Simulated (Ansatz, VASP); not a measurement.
# MgH2: VASP beside Ansatz

File INCAR:

```
SYSTEM = MgH2
PREC = Accurate
ENCUT = 600
EDIFF = 1E-6
ISMEAR = -1
SIGMA = 0.05
LREAL = .FALSE.
LASPH = .TRUE.
NELM = 80
ALGO = Normal
ISIF = 3
LWAVE = .FALSE.
LCHARG = .FALSE.
GGA = PS
IVDW = 12
IBRION = 2
NSW = 60
EDIFFG = -0.01
```

Contents of KPOINTS:

```
Automatic mesh
0
G
  10 10 10
  0 0 0
```

File POSCAR:

```
MgH2
1.0
    0.0000000000      2.3810671667      2.3810671667
    2.3810671667      0.0000000000      2.3810671667
    2.3810671667      2.3810671667      0.0000000000
Mg H
1 2
Direct
    0.0000000000      0.0000000000      0.0000000000
    0.2500000000      0.2500000000      0.2500000000
    0.7500000000      0.7500000000      0.7500000000
```

File input.yaml:

```yaml
crystal:
  lattice:
    - [0.0, 2.3810671667, 2.3810671667]
    - [2.3810671667, 0.0, 2.3810671667]
    - [2.3810671667, 2.3810671667, 0.0]
  atoms:
    - { symbol: Mg, position: [0.0, 0.0, 0.0] }
    - { symbol: H, position: [0.25, 0.25, 0.25] }
    - { symbol: H, position: [0.75, 0.75, 0.75] }
hamiltonian:
  xc: pbesol
  pseudopotentials: { kind: paw }
  dispersion: d3bj
kpoints:
  mp_grid: { grid: [10, 10, 10] }
scf:
  occupations: { method: fermi_dirac, width: 0.05 }
output:
  forces: true
  stress: true
  eigenvalues: true
relax:
  f_tol: 0.01
  max_steps: 40
  cell: { stress_tol: 0.05 }
```

Alike in both runs: task relaxation of cell and atoms; functional PBEsol; dispersion D3(BJ); k mesh 10 × 10 × 10; occupations fermi-dirac, width 0.05 eV; no spin polarisation.

|  | VASP | Ansatz |
| --- | --- | --- |
| version | VASP 6.6.1 | Ansatz 0.2.0 |
| potentials or method | VASP PAW PBE potentials, release 64 (Mg, H) | Ansatz PAW |
| plane-wave cutoff (eV) | 600 | 420 |
| valence electrons in the cell | 4 | 12 |

|  | VASP | Ansatz | Ansatz less VASP |
| --- | --- | --- | --- |
| gap on the k mesh at the Fermi level, each at its own relaxed structure (eV) | none | none | - |
| relaxed volume (Å³/atom) | 8.46 | 8.47 | +0.008 |
| relaxed cell length with the largest relative difference (Å) | 3.299 | 3.300 | +0.0010 |

VASP's potentials were made for PBE, not for PBEsol. A gap of «none» marks a metal or a gap that the smearing closes. VASP's potentials hold 4 valence electrons a cell and Ansatz's 12, so a difference there can come from the potentials and not from the codes.

Noted on Ansatz's run: the plane-wave basis is chosen anew once the cell has moved, so the energies of steps on either side of that aren't comparable.
